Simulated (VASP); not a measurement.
KCl:

```
K Cl
1.0
     3.78731    0.00000    0.00000
     0.00000    3.78731    0.00000
     0.00000    0.00000    3.78731
K Cl
1 1
Direct
  0.00000 0.00000 0.00000
  0.50000 0.50000 0.50000
```

This cell differs from its parent crystal: volume scaled by 0.96.

Base run:

| Property | Result |
| --- | --- |
| Program | VASP 6.6.1 |
| Functional | PBE |
| Potentials or basis | VASP PAW PBE potentials, release 64 (K_sv, Cl) |
| Cutoff | 520 eV |
| k mesh | 7 × 7 × 7 |
| Occupations | fermi-dirac, width 0.05 eV |
| Spin | no spin polarisation |

Its results: band gap on the k mesh 4.99 eV, indirect (least direct gap 5.18 eV); pressure 0.8 GPa.

Task: The run is repeated on the same cell with these changes: functional from PBE to PBEsol. What comes out?

Result: Band gap on the k mesh 4.81 eV, indirect (least direct gap 5.00 eV); pressure -0.8 GPa.

PBEsol binds more tightly than PBE, so the same cell stands under less pressure.

Caveats: the PAW data sets were made with another functional, which shifts forces and pressure a little (some runs).

A k mesh can miss the band edges.
